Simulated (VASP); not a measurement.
# Si62B (a cell with a defect) in VASP: a series of runs, part 3 of 4

VASP 6.6.1.

## (5) Single point, LDA, collinear spin, zero start

INCAR reads:

```
SYSTEM = Si62B
PREC = Accurate ; ENCUT = 520
EDIFF = 1E-7 ; ISMEAR = -1
SIGMA = 0.05 ; LREAL = Auto
LASPH = .TRUE. ; NELM = 150
ALGO = Normal ; ISIF = 2
LWAVE = .FALSE. ; LCHARG = .TRUE.
ISPIN = 2 ; MAGMOM = 0 0 0 0 0 0 0 0 0 0 0 0 0 0 0 0 0 0 0 0 0 0 0 0 0 0 0 0 0 0 0 0 0 0 0 0 0 0 0 0 0 0 0 0 0 0 0 0 0 0 0 0 0 0 0 0 0 0 0 0 0 0 0
LORBIT = 11 ; LELF = .TRUE.
LVHAR = .TRUE. ; NELECT = 249.0
NBANDS = 166
```

KPOINTS reads:

```
Automatic mesh
0
G
  1 1 1
  0 0 0
```

POSCAR reads:

```
Si62B
1.0
   10.8600000000      0.0000000000      0.0000000000
    0.0000000000     10.8600000000      0.0000000000
    0.0000000000      0.0000000000     10.8600000000
Si B
62 1
Direct
    0.5047467772      0.0012238490      0.0054042357
    0.6351955801      0.1153556169      0.1392082873
    0.7492985267      0.2458144567      0.0054138122
    0.8755963168      0.3741282689      0.1247676796
    0.8611654696      0.1153696133      0.3651838858
    0.0070272560      0.0020935543     -0.0066434622
    0.1235620626      0.1232521179      0.1272830571
    0.2501139963      0.2485833333     -0.0006873849
    0.3765679558      0.3740120626      0.1251913444
    0.5019692449      0.5004651013     -0.0006816759
    0.6273067219      0.6270055249      0.1272814917
    0.7485196133      0.7435642726     -0.0065858195
    0.2516810313      0.0000511050      0.2498746777
    0.3748553407      0.1261064457      0.3759209024
    0.5017321363      0.2488513812      0.2514997238
    0.6244810313      0.3757645488      0.3759173112
    0.7505292818      0.4989253223      0.2498774401
    0.8731419890      0.6269908840      0.3731127993
    0.5017261510      0.0016607735      0.4986729282
    0.6244848987      0.1260670350      0.6255610497
    0.7488850829      0.2488567219      0.4986864641
    0.8752126151      0.3739919890      0.6238447514
    0.7505354512      0.0000329650      0.7487276243
    0.8731279006      0.1232632597      0.8768270718
    0.0012077348      0.4978281768     -0.0008483425
    0.1272076427      0.6233401473      0.1221778085
    0.2527010129      0.7493442910     -0.0008312155
    0.3764378453      0.8749516575      0.1247630755
   -0.0050517495      0.2458302026      0.2510518416
    0.1231357274      0.3731663904      0.3734720074
    0.2515281768      0.4990274401      0.2511131676
    0.3773999079      0.6274188766      0.3734820442
    0.5047254144      0.7556081031      0.2510655617
    0.6352085635      0.8894107735      0.3651752302
   -0.0050331492      0.0012209945      0.4956380295
    0.1231562615      0.1236262431      0.6229822284
    0.2489785451      0.2503986188      0.5002132597
    0.3754038674      0.3751498158      0.6249697053
    0.5001616022      0.5015747698      0.5002347145
    0.6269197053      0.6274125230      0.6230127072
    0.7493152855      0.7555961326      0.4956517495
    0.8756206262      0.8749462247      0.6239377532
    0.2515534070      0.0012667587      0.7488378453
    0.3774148250      0.1236280847      0.8772265193
    0.5001592081      0.2503831492      0.7513837017
    0.6269036832      0.3731553407      0.8772424494
    0.7492793738      0.4990071823      0.7488567219
    0.8781857274      0.6233540516      0.8731882136
    0.0070593923      0.7434888582      0.2519331492
    0.1235853591      0.8774392265      0.3730828729
    0.0010848987      0.5004417127      0.4984516575
    0.1261051565      0.6244419890      0.6235371087
    0.2500945672      0.7494573665      0.4984466851
    0.3765666667      0.8753425414      0.6238303867
    0.0010964088      0.2485888582      0.7502806630
    0.1261209024      0.3736483425      0.8742862799
    0.2508166667      0.4997651013      0.7496229282
    0.3769110497      0.6244720994      0.8743069982
    0.5019720994      0.7494980663      0.7502998158
    0.6273302026      0.8774274401      0.8768282689
    0.0011991713      0.7493441989      0.7476722836
    0.1271987109      0.8723672192      0.8731817680
    0.7215744015      0.0289954880      0.2787910681
```

Potentials or basis: VASP PAW LDA potentials, release 64 (Si, B).

On the command line:

```bash
$ cat potpaw_LDA.64/Si/POTCAR potpaw_LDA.64/B/POTCAR > POTCAR
$ mpirun -np 1 vasp_gam > vasp.out
```

OUTCAR:

```text
SYSTEM = Si62B
   PREC = Accurate
   ENCUT = 520
   EDIFF = 1E-7
   ISMEAR = -1
   LREAL = Auto
   LASPH = .TRUE.
   NELM = 150
   ISIF = 2
   ISPIN = 2
   LORBIT = 11
   NELECT = 249.0

 ion  position               nearest neighbor table
   1  0.505  0.001  0.005-  28 2.35  60 2.35  44 2.37   2 2.38
   2  0.635  0.115  0.139-  63 2.01   3 2.38   1 2.38  15 2.39
   3  0.749  0.246  0.005-   4 2.35  24 2.35  46 2.37   2 2.38
   4  0.876  0.374  0.125-  29 2.35   3 2.35  25 2.35  17 2.35
   5  0.861  0.115  0.365-  63 2.01  29 2.38  35 2.38  21 2.39
   6  0.007  0.002  0.993-  62 2.32  24 2.33   7 2.33
   7  0.124  0.123  0.127-   6 2.33  13 2.34  29 2.35   8 2.38
   8  0.250  0.249  0.999-  56 2.35  44 2.35   9 2.37   7 2.38
   9  0.377  0.374  0.125-  31 2.36  15 2.36  10 2.37   8 2.37
  10  0.502  0.500  0.999-  58 2.35  46 2.35   9 2.37  11 2.38
  11  0.627  0.627  0.127-  12 2.33  17 2.34  33 2.35  10 2.38
  12  0.749  0.744  0.993-  48 2.32  60 2.33  11 2.33
  13  0.252  0.000  0.250-   7 2.34  50 2.34  28 2.35  14 2.35
  14  0.375  0.126  0.376-  15 2.35  19 2.35  37 2.35  13 2.35
  15  0.502  0.249  0.251-  14 2.35  16 2.35   9 2.36   2 2.39
  16  0.624  0.376  0.376-  15 2.35  21 2.35  39 2.35  17 2.35
  17  0.751  0.499  0.250-  11 2.34  18 2.34   4 2.35  16 2.35
[... 32 lines left out ...]
  50  0.124  0.877  0.373-  49 2.33  13 2.34  35 2.35  53 2.38
  51  0.001  0.500  0.498-  52 2.35  30 2.35  22 2.37  18 2.38
  52  0.126  0.624  0.624-  61 2.34  53 2.35  51 2.35  57 2.35
  53  0.250  0.749  0.498-  52 2.35  32 2.35  54 2.37  50 2.38
  54  0.377  0.875  0.624-  43 2.36  19 2.36  59 2.37  53 2.37
  55  0.001  0.249  0.750-  56 2.35  36 2.35  22 2.37  24 2.38
  56  0.126  0.374  0.874-  25 2.34   8 2.35  55 2.35  57 2.35
  57  0.251  0.500  0.750-  38 2.34  52 2.35  56 2.35  58 2.35
  58  0.377  0.624  0.874-  27 2.34  10 2.35  59 2.35  57 2.35
  59  0.502  0.749  0.750-  58 2.35  40 2.35  54 2.37  60 2.38
  60  0.627  0.877  0.877-  12 2.33  23 2.34   1 2.35  59 2.38
  61  0.001  0.749  0.748-  52 2.34  48 2.35  62 2.35  42 2.35
  62  0.127  0.872  0.873-   6 2.32  27 2.35  61 2.35  43 2.37
  63  0.722  0.029  0.279-   2 2.01  34 2.01   5 2.01

  LATTYP: Found a simple cubic cell.
 ALAT       =    10.8600000000

  Lattice vectors:

 A1 = (  10.8600000000,   0.0000000000,   0.0000000000)
 A2 = (   0.0000000000,  10.8600000000,   0.0000000000)
 A3 = (   0.0000000000,   0.0000000000,  10.8600000000)
[... 446 lines left out ...]
      5      -5.2885      1.00000
      6      -5.2884      1.00000
[... 128 lines left out ...]
    135       6.6318      0.00000
    136       6.6318      0.00000
 [bands above 136 left out]

------------------------ aborting loop because EDIFF is reached ----------------------------------------

  FORCE on cell =-STRESS in cart. coord.  units (eV):
  Direction    XX          YY          ZZ          XY          YZ          ZX
  --------------------------------------------------------------------------------------
  -------------------------------------------------------------------------------------
  Total      -32.5665401    -32.5720865    -32.5741889     -3.3102543      3.2893294     -3.3025161
  in kB      -40.7373457    -40.7442836    -40.7469134     -4.1407829      4.1146081     -4.1311033
  external PRESSURE =     -40.7428476 kB  Pullay stress =       0.0000000 kB

 VOLUME and BASIS-vectors are now :
 -----------------------------------------------------------------------------
  energy-cutoff  :      520.00
  volume of cell :     1280.82
      direct lattice vectors                 reciprocal lattice vectors
    10.860000000  0.000000000  0.000000000     0.092081031  0.000000000  0.000000000
     0.000000000 10.860000000  0.000000000     0.000000000  0.092081031  0.000000000
     0.000000000  0.000000000 10.860000000     0.000000000  0.000000000  0.092081031

 POSITION                                       TOTAL-FORCE (eV/Angst)
 -----------------------------------------------------------------------------------
      5.48155      0.01329      0.05869         0.000748      0.004646     -0.000074
      6.89822      1.25276      1.51180         0.000534      0.000628     -0.001814
      8.13738      2.66954      0.05879        -0.003652      0.000849     -0.000210
      9.50898      4.06303      1.35498         0.003145     -0.000956     -0.004130
      9.35226      1.25291      3.96590         0.002098      0.000812      0.001391
      0.07632      0.02274     10.78785         0.000523      0.001718      0.000931
[... 55 lines left out ...]
      1.38138      9.47391      9.48275         0.001051      0.002194     -0.001176
      7.83630      0.31489      3.02767         0.001960     -0.001302     -0.000270
 -----------------------------------------------------------------------------------
    total drift:                               -0.008464      0.004612      0.003466

  FREE ENERGIE OF THE ION-ELECTRON SYSTEM (eV)
  ---------------------------------------------------
  free  energy   TOTEN  =      -378.0908880327 eV

  energy  without entropy=     -377.9557403980  energy(sigma->0) =     -378.02331422

 total charge

# of ion       s       p       d       tot
------------------------------------------
    1        0.747   0.946   0.000   1.693
    2        0.744   0.942   0.000   1.686
    3        0.747   0.946   0.000   1.693
    4        0.746   0.960   0.000   1.705
    5        0.744   0.942   0.000   1.686
    6        0.788   0.859   0.000   1.647
[... 55 lines left out ...]
   62        0.748   0.951   0.000   1.700
   63        0.694   1.062   0.000   1.756
--------------------------------------------------
tot         47.207  59.528   0.000 106.735

 magnetization (x)

# of ion       s       p       d       tot
------------------------------------------
    1        0.000   0.000   0.000   0.000
    2       -0.000  -0.000   0.000  -0.000
    3        0.000   0.000   0.000   0.000
    4        0.000   0.000   0.000   0.000
    5        0.000  -0.000   0.000  -0.000
    6        0.000  -0.000   0.000  -0.000
[... 55 lines left out ...]
   62        0.000   0.000   0.000   0.000
   63       -0.000  -0.000   0.000  -0.000
--------------------------------------------------
tot          0.000   0.000   0.000   0.000
```

OSZICAR:

```text
N       E                     dE             d eps       ncg     rms          rms(c)
DAV:   1     0.119765311008E+04    0.11977E+04   -0.10741E+05   664   0.131E+03
DAV:   2    -0.216106435670E+03   -0.14138E+04   -0.13307E+04   860   0.213E+02
DAV:   3    -0.381717110188E+03   -0.16561E+03   -0.15968E+03   840   0.633E+01
DAV:   4    -0.387062625861E+03   -0.53455E+01   -0.53096E+01   792   0.136E+01
DAV:   5    -0.387211370248E+03   -0.14874E+00   -0.14835E+00   832   0.257E+00    0.282E+01
DAV:   6    -0.380671328806E+03    0.65400E+01   -0.86588E+00   912   0.454E+00    0.170E+01
DAV:   7    -0.378105628527E+03    0.25657E+01   -0.70245E+00   728   0.409E+00    0.321E+00
DAV:   8    -0.378097854120E+03    0.77744E-02   -0.40940E-01   800   0.119E+00    0.107E+00
DAV:   9    -0.378090721126E+03    0.71330E-02   -0.43931E-02   776   0.408E-01    0.457E-01
DAV:  10    -0.378090646792E+03    0.74334E-04   -0.10457E-02   752   0.183E-01    0.265E-01
DAV:  11    -0.378090819475E+03   -0.17268E-03   -0.11085E-03   784   0.628E-02    0.156E-01
DAV:  12    -0.378090875377E+03   -0.55902E-04   -0.13425E-04   800   0.231E-02    0.632E-02
DAV:  13    -0.378090888260E+03   -0.12883E-04   -0.41137E-05   832   0.130E-02    0.168E-02
DAV:  14    -0.378090888272E+03   -0.11998E-07   -0.10672E-05   792   0.616E-03    0.767E-03
DAV:  15    -0.378090888111E+03    0.16125E-06   -0.19105E-06   800   0.259E-03    0.381E-03
DAV:  16    -0.378090888033E+03    0.78540E-07   -0.57414E-07   760   0.134E-03
   1 F= -.37809089E+03 E0= -.37802331E+03  d E =-.135148E+00  mag=     0.0000
```

It took 6 min on 1 thread of Intel Xeon 6975P-C (Granite Rapids), shared host; peak memory 0.92 GiB.

Results:

```yaml
Free_energy: -378.0909 eV
Largest_force: 0.008 eV/Å
Net_moment: 0.00 μB per cell
Valence_electrons_inside_the_program's_atomic_spheres: Si 1.69, 1.71, 1.65, 1.70 (each value once); B 1.76
```

Forces in eV/Å, atoms in the order of the input:
```
Si   0.001  0.005  0.000
Si   0.001  0.001 -0.002
Si  -0.004  0.001  0.000
Si   0.003 -0.001 -0.004
Si   0.002  0.001  0.001
Si   0.001  0.002  0.001
Si   0.004 -0.001 -0.006
Si  -0.001  0.003  0.007
Si   0.000 -0.002  0.000
Si  -0.004  0.001  0.006
Si   0.001 -0.002 -0.005
Si  -0.001  0.000  0.000
Si  -0.004  0.003  0.004
Si   0.002 -0.001  0.000
Si  -0.001  0.002 -0.005
Si   0.000 -0.004  0.000
Si  -0.003  0.001  0.003
Si   0.005 -0.003  0.000
Si  -0.001 -0.004  0.000
Si   0.000  0.002 -0.002
Si   0.005  0.001 -0.001
Si   0.002 -0.002 -0.001
Si  -0.003  0.003  0.003
Si   0.005 -0.001 -0.004
Si   0.000  0.002  0.001
Si   0.000 -0.001  0.003
Si   0.000 -0.001 -0.001
Si   0.000 -0.002 -0.001
Si   0.000  0.000  0.005
Si   0.002  0.001  0.000
Si  -0.002  0.002 -0.006
Si  -0.002 -0.002  0.001
Si   0.002 -0.001  0.005
Si   0.000 -0.005  0.000
Si   0.000  0.006 -0.002
Si   0.001  0.002  0.001
Si  -0.001  0.000  0.000
Si  -0.002 -0.003  0.000
Si   0.000  0.000  0.000
Si  -0.001 -0.001  0.001
Si  -0.005 -0.001 -0.001
Si   0.003 -0.003 -0.001
Si  -0.004 -0.006  0.002
Si  -0.003  0.001  0.000
Si   0.000  0.002  0.000
Si  -0.001  0.003 -0.002
Si   0.006  0.003  0.003
Si  -0.003  0.000 -0.001
Si   0.000  0.002  0.002
Si   0.003 -0.007 -0.001
Si  -0.007  0.002  0.004
Si   0.003 -0.003 -0.006
Si  -0.001  0.007  0.004
Si   0.002  0.000 -0.002
Si  -0.008  0.003  0.001
Si   0.003 -0.004 -0.002
Si  -0.001  0.003  0.002
Si   0.004 -0.003 -0.003
Si  -0.005  0.004  0.001
Si   0.002 -0.005 -0.003
Si   0.001  0.000  0.001
Si   0.001  0.002 -0.001
B    0.002 -0.001  0.000
```

Caveat: the k points lie up to 0.58 Å⁻¹ apart; the cell carries a net charge on a neutralising background, which shifts energy and pressure; the cell is charged against a uniform background, so pressure and absolute levels hang on convention; no moment was typed at the start, so none could form.

(Part 3 of 4 ends here.)
